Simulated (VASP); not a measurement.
MoPt2: single point with LDA

Crystal: MoPt2.

```xyz
3
Lattice="-1.3740 1.9575 4.1190 1.3740 -1.9575 4.1190 1.3740 1.9575 -4.1190" Properties=species:S:1:pos:R:3 pbc="T T T"
Mo    0.0000    0.0000    0.0000
Pt    0.0000    0.0000    5.4511
Pt    0.0000    0.0000    2.7869
```

This cell differs from its parent crystal: shortest bond scaled by 1.1.

```yaml
Program: VASP 6.6.1
Task: single point
Functional: LDA
Potentials_or_basis: VASP PAW LDA potentials, release 64 (Mo_sv, Pt)
Cutoff: 520 eV
k_mesh: 13 × 13 × 13
Occupations: fermi-dirac, width 0.05 eV
Spin: no spin polarisation
Dipole_correction: no
Further_INCAR_settings: ALGO = Normal; EDIFF = 1e-06; NBANDS = 24
```

* Pressure: -2.1 GPa
* Largest force: 0.360 eV/Å
* Band gap on the k mesh: zero (band 17 reaches 13.33 eV, above the bottom of band 18 at 11.19 eV)

Forces on the atoms (eV/Å):
```
Mo   0.000  0.000  0.000
Pt   0.000  0.000  0.360
Pt   0.000  0.000 -0.360
```

Stress tensor (GPa, compression positive):
```
-3.71  0.00  0.00
 0.00 -1.89  0.00
 0.00  0.00 -0.84
```

Levels at points of the mesh, in eV from the Fermi level:
| k point | band 13 | band 14 | band 15 | band 16 | band 17 | band 18 | band 19 | band 20 | band 21 | band 22 |
| --- | --- | --- | --- | --- | --- | --- | --- | --- | --- | --- |
| (0.00, 0.00, 0.00) | -2.98 | -2.45 | -2.13 | -2.12 | -1.24 | -0.80 | 0.97 | 2.00 | 4.39 | 6.53 |

It took 4.5 min on 1 thread of Intel(R) Xeon(R) Platinum 8488C (Sapphire Rapids), on a shared host, peak memory 0.44 GiB.

Caveat: the cell differs from its parent crystal (shortest bond scaled by 1.1); spin-orbit coupling is left out, which moves the levels of the heavy elements.
